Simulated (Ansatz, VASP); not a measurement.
**One calculation of BAs, two programs**

```xyz
2
Lattice="0.0000 2.2129 2.2129 2.2129 0.0000 2.2129 2.2129 2.2129 0.0000" Properties=species:S:1:pos:R:3 pbc="T T T"
B     0.0000    0.0000    0.0000
As    1.1065    1.1065    1.1065
```

Change from the starting cell: volume scaled by 0.8, LAPW.

Alike in both runs: task single point; functional PBEsol; k mesh 14 × 14 × 14; occupations fermi-dirac, width 0.05 eV; no spin polarisation.

```csv
,VASP,Ansatz
version,VASP 6.6.1,Ansatz 0.2.0
potentials or method,"VASP PAW PBE potentials, release 64 (B, As), cutoff 500 eV","all-electron LAPW, scalar-relativistic"
```

```csv
,VASP,Ansatz,Ansatz less VASP
pressure (GPa),51.3,48.9,-2.42
```

VASP's potentials were made for PBE, not for PBEsol. Both programs put the cell under a high pressure, so it lies far from rest at this level. Ansatz ran all-electron here, and VASP with PAW potentials.
